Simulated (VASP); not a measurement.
# Mg (P6_3/mmc) in VASP: a series of runs

The runs below take Mg through single point, with r2SCAN.

Everything below comes from runs of VASP 6.6.1. Logs are shortened: lines on timing, memory, paths and dates and some standing lists are left out, and cuts for length are marked.

## Step 1: The cell of the first run

Symmetry: P6_3/mmc, No. 194, hexagonal system. The conventional cell has a = 3.190 Å, b = 3.190 Å, c = 10.266 Å, α = 90.00°, β = 90.00°, γ = 120.00°. Mg (site symmetry -3m) has 12 Mg at 3.16 to 3.19 Å within 4.2 Å. Mg (site symmetry -6m2) has 12 Mg at 3.16 to 3.19 Å within 4.2 Å.

## Step 2: Single point, r2SCAN

POSCAR reads:

```
Mg
1.0
    3.1903811026      0.0000000000      0.0000000000
   -1.5951905513      2.7629510826      0.0000000000
    0.0000000000      0.0000000000     10.2657741450
Mg
4
Direct
    0.0000000000      0.0000000000      0.0000000000
    0.3333333333      0.6666666667      0.2500000000
    0.0000000000      0.0000000000      0.5000000000
    0.6666666667      0.3333333333      0.7500000000
```

INCAR.step1 reads:

```
PREC     = Accurate       # precision mode
ENCUT    = 520            # plane-wave cutoff, eV
ISMEAR   = 0              # smearing method
SIGMA    = 0.1            # smearing width, eV
LREAL    = False          # projectors in reciprocal space
LASPH    = True           # aspherical terms in the spheres
NELM     = 60             # most SCF steps
NBANDS   = 12             # bands
GGA      = PE             # functional
ALGO     = Normal         # electronic algorithm
EDIFF    = 1E-4           # SCF threshold, eV
LWAVE    = True           # write WAVECAR
LCHARG   = False          # write CHGCAR
```

INCAR.step2 reads:

```
PREC     = Accurate       # precision mode
ENCUT    = 520            # plane-wave cutoff, eV
EDIFF    = 1E-7           # SCF threshold, eV
ISMEAR   = 0              # smearing method
SIGMA    = 0.1            # smearing width, eV
LREAL    = False          # projectors in reciprocal space
LASPH    = True           # aspherical terms in the spheres
NELM     = 60             # most SCF steps
ALGO     = Normal         # electronic algorithm
ISIF     = 2              # what is computed and relaxed
LWAVE    = False          # write WAVECAR
LCHARG   = True           # write CHGCAR
METAGGA  = R2SCAN         # meta-GGA
LMIXTAU  = True         
LELF     = True           # ELF
LVHAR    = True         
NBANDS   = 12             # bands
ISTART   = 1
```

KPOINTS reads:

```
Automatic mesh
0
Gamma
  18 18 6
```

Potentials or basis: VASP PAW PBE potentials, release 64 (Mg).

Command:

```
> cat potpaw_PBE.64/Mg/POTCAR > POTCAR
> cp INCAR.step1 INCAR
> mpirun -np 1 vasp_std > vasp.out
> cp INCAR.step2 INCAR
> mpirun -np 1 vasp_std > vasp.out
```

OUTCAR:

```text
PREC = Accurate
   ENCUT = 520
   EDIFF = 1E-7
   ISMEAR = 0
   LREAL = False
   LASPH = True
   NELM = 60
   ISIF = 2
   METAGGA = R2SCAN
   ISTART = 1

 ion  position               nearest neighbor table
   1  0.000  0.000  0.000-   2 3.16   4 3.16   2 3.16   4 3.16   4 3.16   2 3.16
   2  0.333  0.667  0.250-   1 3.16   3 3.16   1 3.16   3 3.16   1 3.16   3 3.16
   3  0.000  0.000  0.500-   2 3.16   4 3.16   2 3.16   4 3.16   4 3.16   2 3.16
   4  0.667  0.333  0.750-   1 3.16   3 3.16   1 3.16   3 3.16   1 3.16   3 3.16

  LATTYP: Found a hexagonal cell.
 ALAT       =     3.1903811026
 C/A-ratio  =     3.2177266022

  Lattice vectors:

 A1 = (   3.1903811026,   0.0000000000,   0.0000000000)
 A2 = (  -1.5951905513,   2.7629510826,   0.0000000000)
 A3 = (   0.0000000000,   0.0000000000,  10.2657741450)

Analysis of symmetry for initial positions (statically):
=====================================================================
 Subroutine PRICEL returns:
 Original cell was already a primitive cell.

 Routine SETGRP: Setting up the symmetry group for a
 hexagonal supercell.

 Subroutine GETGRP returns: Found 24 space group operations
 (whereof 12 operations were pure point group operations)
 out of a pool of 24 trial point group operations.

The static configuration has the point symmetry D_3d.
 The point group associated with its full space group is D_6h.

Analysis of symmetry for dynamics (positions and initial velocities):
=====================================================================
 Subroutine PRICEL returns:
 Original cell was already a primitive cell.

 Routine SETGRP: Setting up the symmetry group for a
 hexagonal supercell.

 Subroutine GETGRP returns: Found 24 space group operations
 (whereof 12 operations were pure point group operations)
 out of a pool of 24 trial point group operations.

The dynamic configuration has the point symmetry D_3d.
 The point group associated with its full space group is D_6h.

 Subroutine INISYM returns: Found 24 space group operations
 (whereof 12 operations are pure point group operations),
 and found     1 'primitive' translations

----------------------------------------------------------------------------------------

                                     Primitive cell

  volume of cell :      90.4914

  direct lattice vectors                    reciprocal lattice vectors
     3.190381103  0.000000000  0.000000000     0.313442178  0.180965926  0.000000000
    -1.595190551  2.762951083  0.000000000     0.000000000  0.361931851  0.000000000
     0.000000000  0.000000000 10.265774145     0.000000000  0.000000000  0.097411066

  length of vectors
     3.190381103  3.190381103 10.265774145     0.361931851  0.361931851  0.097411066

  position of ions in fractional coordinates (direct lattice)
     0.000000000  0.000000000  0.000000000
     0.333333333  0.666666667  0.250000000
     0.000000000  0.000000000  0.500000000
     0.666666667  0.333333333  0.750000000

  ion indices of the primitive-cell ions
   primitive index   ion index
                 1           1
                 2           2
                 3           3
                 4           4

----------------------------------------------------------------------------------------

 KPOINTS: Automatic mesh

Automatic generation of k-mesh.
 Grid dimensions read from file:
 generate k-points for:   18   18    6

 Generating k-lattice:

  Cartesian coordinates                     Fractional coordinates (reciprocal lattice)
     0.017413454  0.010053663  0.000000000     0.055555556  0.000000000  0.000000000
     0.000000000  0.020107325  0.000000000     0.000000000  0.055555556  0.000000000
     0.000000000  0.000000000  0.016235178     0.000000000  0.000000000  0.166666667

  Length of vectors
     0.020107325  0.020107325  0.016235178

  Shift w.r.t. Gamma in fractional coordinates (k-lattice)
     0.000000000  0.000000000  0.000000000

 Subroutine IBZKPT returns following result:
 ===========================================

 Found    148 irreducible k-points:

 Following reciprocal coordinates:
            Coordinates               Weight
  0.000000  0.000000  0.000000      1.000000
  0.055556  0.000000  0.000000      6.000000
  0.111111  0.000000  0.000000      6.000000
  0.166667 -0.000000  0.000000      6.000000
  0.222222 -0.000000  0.000000      6.000000
  0.277778 -0.000000  0.000000      6.000000
[... 16 lines left out ...]
  0.333333  0.111111  0.000000     12.000000
  0.388889  0.111111  0.000000     12.000000
 [... further k-points ...]
   k-points           NKPTS =    148   k-points in BZ     NKDIM =    148   number of bands    NBANDS=     12
   number of dos      NEDOS =    301   number of ions     NIONS =      4
   total plane-waves  NPLWV =  46080
   dimension x,y,z NGX =    24 NGY =   24 NGZ =   80
   dimension x,y,z NGXF=    48 NGYF=   48 NGZF=  160
   ions per type =               4
   NGX,Y,Z   is equivalent  to a cutoff of  12.51, 12.51, 12.96 a.u.
   NGXF,Y,Z  is equivalent  to a cutoff of  25.01, 25.01, 25.91 a.u.
 SYSTEM =  unknown system
   PREC   = accura    normal or accurate (medium, high low for compatibility)
   ISTART =      1    job   : 0-new  1-cont  2-samecut
   ICHARG =      0    charge: 1-file 2-atom 10-const
   ISPIN  =      1    spin polarized calculation?
   LNONCOLLINEAR =      F non collinear calculations
   LSORBIT =      F    spin-orbit coupling
   LASPH  =      T    aspherical Exc in radial PAW
   ENCUT  =  520.0 eV  38.22 Ry    6.18 a.u.   5.93  5.93 19.09*2*pi/ulx,y,z
   NELM   =     60;   NELMIN=  2; NELMDL=  0     # of ELM steps
   EDIFF  = 0.1E-06   stopping-criterion for ELM
   LREAL  =      F    real-space projection
   EDIFFG = 0.1E-05   stopping-criterion for IOM
   NSW    =      0    number of steps for IOM
   IBRION =     -1    ionic relax: 0-MD 1-quasi-New 2-CG
   NFREE  =      0    steps in history (QN), initial steepest desc. (CG)
   ISIF   =      2    stress and relaxation
   ISYM   =      2    0-nonsym 1-usesym 2-fastsym
   POTIM  = 0.5000    time-step for ionic-motion
   TEBEG  =    0.0;   TEEND  =   0.0 temperature during run
   PSTRESS=    0.0 pullay stress
   NELECT =       8.0000    total number of electrons
   NUPDOWN=      -1.0000    fix difference up-down
   EMIN   =  10.00;   EMAX   =-10.00  energy-range for DOS
   EFERMI =   0.00;   METHOD = LEGACY
   ISMEAR =     0;   SIGMA  =   0.10  broadening in eV -4-tet -1-fermi 0-gaus
   EFERMI_NEDOS =   21; number of points for ismear=-14 and -15
   IALGO  =     38    algorithm
   IMIX   =      4    mixing-type and parameters
     AMIX     =   0.40;   BMIX     =  1.00
     AMIX_MAG =   1.60;   BMIX_MAG =  1.00
  volume/ion in A,a.u.               =      22.62       152.67
  Fermi-wavevector in a.u.,A,eV,Ry     =   0.729293  1.378165  7.236517  0.531869
  Thomas-Fermi vector in A             =   1.820980
   LORBIT       =      0    0 simple, 1 ext, 2 COOP (PROOUT), +10 PAW based schemes
   METAGGA = R2SCAN    functional components
   LHFCALC =     F    Hartree Fock is set to
   AEXX    =    0.0000 exact exchange contribution
   IVDW    =     0    specifies the selected vdW correction
   LEPSILON=     F    determine dielectric tensor
   LRPA    =     F    only Hartree local field effects (RPA)
 non-spin polarized calculation
 Gauss-broadening in eV      SIGMA  =   0.10
  energy-cutoff  :      520.00
  volume of cell :       90.49
 maximum number of plane-waves:      2462
 NGX is ok and might be reduce to    24
   NGX = 11   NGY = 11   NGZ = 39

 number of electron       8.0000000 magnetization

 Free energy of the ion-electron system (eV)
  ---------------------------------------------------
  ext. energy  EPLUGINS =         0.00000000
  ---------------------------------------------------
  free energy    TOTEN  =       -16.56605200 eV

  energy without entropy =      -16.55862259  energy(sigma->0) =      -16.56233730

 E-fermi :   2.7020     XC(G=0):  -9.0877

 val. band max:        2.7006505680   @ k =   0.2778   0.0556   0.0000
 cond. band min:       2.7128344940   @ k =   0.3889   0.1667   0.1667
 fundamental gap:      0.0121839260
 Fermi energy:         2.7020297732

 k-point     1 :       0.0000    0.0000    0.0000
  band No.  band energies     occupation
      1      -4.7322      2.00000
      2      -3.2194      2.00000
      3      -3.2180      2.00000
      4       0.8443      2.00000
      5       1.6145      2.00000
      6       8.2954      0.00000
      7       8.3061      0.00000
      8      14.4364      0.00000
      9      14.4365      0.00000
     10      14.5216      0.00000
     11      14.5216      0.00000
     12      15.2363      0.00000

 k-point     2 :       0.0556    0.0000    0.0000
  band No.  band energies     occupation
      1      -4.6672      2.00000
      2      -3.1555      2.00000
      3      -3.1540      2.00000
      4       0.9041      2.00000
      5       1.6763      2.00000
      6       8.3416      0.00000
      7       8.3560      0.00000
      8      12.9649      0.00000
      9      13.5732      0.00000
     10      13.9822      0.00000
     11      14.0939      0.00000
     12      14.6177      0.00000

 k-point     3 :       0.1111    0.0000    0.0000
  band No.  band energies     occupation
      1      -4.4725      2.00000
      2      -2.9638      2.00000
      3      -2.9624      2.00000
      4       1.0837      2.00000
      5       1.8605      2.00000
      6       8.4647      0.00000
      7       8.4988      0.00000
      8      11.1808      0.00000
      9      12.2886      0.00000
     10      12.3742      0.00000
     11      12.7607      0.00000
     12      13.7724      0.00000
[... 286 lines left out ...]
 k-point    23 :       0.3333    0.1111    0.0000
  band No.  band energies     occupation
      1      -1.4106      2.00000
      2       0.0418      2.00000
      3       0.0419      2.00000
      4       2.9118      0.00301
      5       3.9314      0.00000
      6       4.3276      0.00000
      7       4.5573      0.00000
      8       5.1812      0.00000
      9       7.3997      0.00000
     10       8.2734      0.00000
     11       8.8971      0.00000
     12       8.9910      0.00000

 k-point    24 :       0.3889    0.1111    0.0000
  band No.  band energies     occupation
      1      -0.4768      2.00000
      2       0.9219      2.00000
      3       0.9354      2.00000
      4       1.7558      2.00000
      5       3.2352      0.00000
      6       3.2806      0.00000
      7       4.8851      0.00000
      8       5.7065      0.00000
      9       7.0057      0.00000
     10       7.0441      0.00000
     11       8.6278      0.00000
     12       8.7273      0.00000

 [... further k-points ...]

------------------------ aborting loop because EDIFF is reached ----------------------------------------

  FORCE on cell =-STRESS in cart. coord.  units (eV):
  Direction    XX          YY          ZZ          XY          YZ          ZX
  --------------------------------------------------------------------------------------
  -------------------------------------------------------------------------------------
  Total       -0.2261926     -0.2261926      0.0243203      0.0000000      0.0000000      0.0000000
  in kB       -4.0048070     -4.0048070      0.4305985      0.0000000      0.0000000      0.0000000
  external PRESSURE =      -2.5263385 kB  Pullay stress =       0.0000000 kB

 VOLUME and BASIS-vectors are now :
 -----------------------------------------------------------------------------
  energy-cutoff  :      520.00
  volume of cell :       90.49
      direct lattice vectors                 reciprocal lattice vectors
     3.190381103  0.000000000  0.000000000     0.313442178  0.180965926  0.000000000
    -1.595190551  2.762951083  0.000000000     0.000000000  0.361931851  0.000000000
     0.000000000  0.000000000 10.265774145     0.000000000  0.000000000  0.097411066

 POSITION                                       TOTAL-FORCE (eV/Angst)
 -----------------------------------------------------------------------------------
      0.00000      0.00000      0.00000        -0.000000      0.000000     -0.000000
     -0.00000      1.84197      2.56644        -0.000000      0.000000      0.000000
      0.00000      0.00000      5.13289        -0.000000      0.000000     -0.000000
      1.59519      0.92098      7.69933         0.000000     -0.000000      0.000000
 -----------------------------------------------------------------------------------
    total drift:                               -0.000000      0.000000      0.000000

  FREE ENERGIE OF THE ION-ELECTRON SYSTEM (eV)
  ---------------------------------------------------
  free  energy   TOTEN  =       -16.5660520032 eV

  energy  without entropy=      -16.5586225871  energy(sigma->0) =      -16.56233730
```

It took 9.7 min on 1 thread of Intel Xeon 8259CL, shared host; peak memory 0.31 GiB.

What came out:

- Free energy: -16.5661 eV
- Pressure: -0.3 GPa
- Band gap on the k mesh: zero (bands 4 and 5 overlap by 2.10 eV)

Levels at points of the mesh, in eV from the Fermi level:
| k point | band 2 | band 3 | band 4 | band 5 | band 6 | band 7 |
| --- | --- | --- | --- | --- | --- | --- |
| (0.00, 0.00, 0.00) | -5.92 | -5.92 | -1.86 | -1.09 | 5.59 | 5.60 |
| (0.50, 0.00, 0.00) | -2.28 | -1.24 | -1.15 | -0.49 | -0.41 | 2.95 |
| (0.00, 0.00, 0.50) | -7.05 | -4.06 | -4.06 | 1.78 | 1.78 | 9.91 |
| (0.50, 0.00, 0.50) | -2.09 | -1.84 | -1.84 | 0.76 | 0.76 | 1.26 |

Caveat: the PAW data sets were made with another functional, which shifts forces and pressure a little.

## Step 3: Single point, r2SCAN (biaxial strain in the a-b plane: +1.5 %)

POSCAR reads:

```
Mg
1.0
    3.2382368192      0.0000000000      0.0000000000
   -1.6191184096      2.8043953489      0.0000000000
    0.0000000000      0.0000000000     10.1733821777
Mg
4
Direct
    0.0000000000      0.0000000000      0.0000000000
    0.3333333333      0.6666666667      0.2500000000
    0.0000000000      0.0000000000      0.5000000000
    0.6666666667      0.3333333333      0.7500000000
```

INCAR.step1 reads:

```
ALGO = Normal
EDIFF = 1E-4
ENCUT = 520
GGA = PE
ISMEAR = 0
LASPH = True
LCHARG = False
LREAL = False
LWAVE = True
NBANDS = 12
NELM = 60
PREC = Accurate
SIGMA = 0.1
```

INCAR.step2 reads:

```
ALGO = Normal
EDIFF = 1E-6
ENCUT = 520
ISIF = 2
ISMEAR = 0
ISTART = 1
LASPH = True
LCHARG = False
LMIXTAU = True
LREAL = False
LWAVE = False
METAGGA = R2SCAN
NBANDS = 12
NELM = 60
PREC = Accurate
SIGMA = 0.1
```

KPOINTS reads:

```
k-points
0
Gamma
  18 18 6
```

Potentials or basis: VASP PAW PBE potentials, release 64 (Mg).

Command:

```
> cat potpaw_PBE.64/Mg/POTCAR > POTCAR
> cp INCAR.step1 INCAR
> mpirun -np 1 vasp_std > vasp.out
> cp INCAR.step2 INCAR
> mpirun -np 1 vasp_std > vasp.out
```

It took 9.6 min on 1 thread of Intel Xeon 8259CL, shared host; peak memory 0.31 GiB.

Results (log left out):

```
Free energy            : -16.5480 eV
Pressure               : -1.0 GPa
Band gap on the k mesh : zero (bands 4 and 5 overlap by 1.96 eV)
```

Stress tensor (GPa, compression positive):
```
-1.59  0.00  0.00
 0.00 -1.59  0.00
 0.00  0.00  0.25
```

Levels at points of the mesh, in eV from the Fermi level:
| k point | band 1 | band 2 | band 3 | band 4 | band 5 | band 6 | band 7 | band 8 |
| --- | --- | --- | --- | --- | --- | --- | --- | --- |
| (0.00, 0.00, 0.00) | -7.35 | -5.81 | -5.81 | -1.69 | -0.87 | 5.91 | 5.92 | 11.32 |
| (0.50, 0.00, 0.00) | -2.41 | -2.35 | -1.25 | -1.18 | -0.54 | -0.47 | 2.96 | 3.13 |
| (0.00, 0.00, 0.50) | -6.97 | -6.97 | -3.92 | -3.92 | 2.03 | 2.03 | 10.26 | 10.26 |
| (0.50, 0.00, 0.50) | -2.12 | -2.12 | -1.91 | -1.91 | 0.75 | 0.75 | 1.26 | 1.26 |

Caveat: the cell differs from its parent crystal (biaxial strain in the a-b plane: +1.5 %); the PAW data sets were made with another functional, which shifts forces and pressure a little.

## Step 4: Single point, r2SCAN (biaxial strain in the a-b plane: +1.5 %, then relaxed in part)

Changes to POSCAR since step 3:

```diff
@@ -4,3 +4,3 @@
    -1.6191184096      2.8043953489      0.0000000000
-    0.0000000000      0.0000000000     10.1733821777
+    0.0000000000      0.0000000000     10.2410387460
 Mg
```

INCAR.step1 reads:

```
PREC = Accurate ; ENCUT = 520
ISMEAR = 0 ; SIGMA = 0.1
LREAL = False ; LASPH = True
NELM = 100 ; NBANDS = 12
GGA = PE ; ALGO = Normal
EDIFF = 1E-4 ; LWAVE = True
LCHARG = False
```

INCAR.step2 reads:

```
PREC = Accurate ; ENCUT = 520
EDIFF = 1E-6 ; ISMEAR = 0
SIGMA = 0.1 ; LREAL = False
LASPH = True ; NELM = 100
ALGO = Normal ; ISIF = 2
LWAVE = False ; LCHARG = False
METAGGA = R2SCAN ; LMIXTAU = True
NBANDS = 12 ; ISTART = 1
```

KPOINTS reads:

```
regular mesh
0
Gamma
  18 18 6
```

Command:

```
> cat potpaw_PBE.64/Mg/POTCAR > POTCAR
> cp INCAR.step1 INCAR
> mpirun -np 1 vasp_std > vasp.out
> cp INCAR.step2 INCAR
> mpirun -np 1 vasp_std > vasp.out
```

Wall time 9.8 min (1 thread of Intel Xeon 8259CL, shared host); peak memory 0.31 GiB.

The run converged. Its results:

```yaml
Free_energy: -16.5480 eV
Pressure: -1.2 GPa
Band_gap_on_the_k_mesh: zero (bands 4 and 5 overlap by 2.00 eV)
```

Stress tensor (GPa, compression positive):
```
-1.71  0.00  0.00
 0.00 -1.71  0.00
 0.00  0.00 -0.28
```

Levels at points of the mesh, in eV from the Fermi level:
| k point | band 1 | band 2 | band 3 | band 4 | band 5 | band 6 | band 7 | band 8 | band 9 |
| --- | --- | --- | --- | --- | --- | --- | --- | --- | --- |
| (0.00, 0.00, 0.00) | -7.32 | -5.80 | -5.80 | -1.72 | -0.93 | 5.78 | 5.80 | 11.36 | 11.36 |
| (0.50, 0.00, 0.00) | -2.38 | -2.31 | -1.23 | -1.16 | -0.52 | -0.46 | 2.94 | 3.11 | 3.87 |
| (0.00, 0.00, 0.50) | -6.94 | -6.94 | -3.93 | -3.93 | 1.95 | 1.95 | 10.10 | 10.10 | 11.57 |
| (0.50, 0.00, 0.50) | -2.09 | -2.09 | -1.88 | -1.88 | 0.75 | 0.75 | 1.25 | 1.25 | 6.23 |

Caveat: the cell differs from its parent crystal (biaxial strain in the a-b plane: +1.5 %, then relaxed in part); the PAW data sets were made with another functional, which shifts forces and pressure a little.

(Continued in part 2 of 2.)
